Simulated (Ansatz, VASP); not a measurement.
## Two plane-wave programs on Al2CdSi2

INCAR

```
ALGO = Normal ; EDIFF = 1E-7
EDIFFG = -0.04 ; ENCUT = 600
GGA = PE ; IBRION = 2
ISIF = 3 ; ISMEAR = 0
LASPH = T ; LCHARG = F
LREAL = F ; LWAVE = F
NELM = 100 ; NSW = 90
PREC = Accurate ; SIGMA = 0.1
```

File KPOINTS:

```
k-points
0
Gamma
  6 6 2
```

Contents of POSCAR:

```
Al2CdSi2
1.0
    3.4698884700      0.0000000000      0.0000000000
   -1.7349442300      3.0050115600      0.0000000000
    0.0000000000      0.0000000000      8.3219147200
Al Cd Si
2 1 2
Direct
    0.0000000000      0.0000000000      0.6509187000
    0.0000000000      0.0000000000      0.3490813000
    0.0000000000      0.0000000000      0.0000000000
    0.3333333300      0.6666666700      0.0000000000
    0.6666666700      0.3333333300      0.0000000000
```

Input for Ansatz:

```yaml
crystal:
  lattice:
    - [3.46988847, 0.0, 0.0]
    - [-1.73494423, 3.00501156, 0.0]
    - [0.0, 0.0, 8.32191472]
  atoms:
    - { symbol: Al, position: [0.0, 0.0, 0.6509187] }
    - { symbol: Al, position: [0.0, 0.0, 0.3490813] }
    - { symbol: Cd, position: [0.0, 0.0, 0.0] }
    - { symbol: Si, position: [0.33333333, 0.66666667, 0.0] }
    - { symbol: Si, position: [0.66666667, 0.33333333, 0.0] }
basis:
  ecutwfc: 420
kpoints:
  mp_grid: { grid: [6, 6, 2] }
hamiltonian:
  xc: pbe
scf:
  occupations: { method: gaussian, width: 0.1 }
  lower_state_search: "off"
output:
  forces: true
  stress: true
  eigenvalues: true
relax:
  adjacent_minimum: "off"
  f_tol: 0.04
  max_steps: 70
  cell: { stress_tol: 0.4 }
```

Alike in both runs: task relaxation of cell and atoms; functional PBE; k mesh 6 × 6 × 2; occupations gaussian, width 0.1 eV; no spin polarisation.

```csv
,VASP,Ansatz
version,VASP 6.6.1,Ansatz 0.2.0
potentials or method,"VASP PAW PBE potentials, release 64 (Al, Cd, Si), cutoff 600 eV","scalar-relativistic, plane waves, PAW"
valence electrons in the cell,26,34
```

|  | VASP | Ansatz | Ansatz less VASP |
| --- | --- | --- | --- |
| gap on the k mesh at the Fermi level, each at its own relaxed structure (eV) | none | none | - |
| relaxed volume (Å³/atom) | 31.60 | 31.52 | -0.079 |
| relaxed length of the cell vector where the two differ most in proportion (Å) | 8.171 | 8.160 | -0.0112 |

A gap of «none» marks a metal or a gap that the smearing closes. VASP's potentials hold 26 valence electrons a cell and Ansatz's 34, so a difference there can come from the potentials and not from the codes.

The k mesh is coarse, so the values compare programs but aren't converged. Noted on VASP's run: the volume moved by over 15 % at a fixed basis, so the end points are rough.
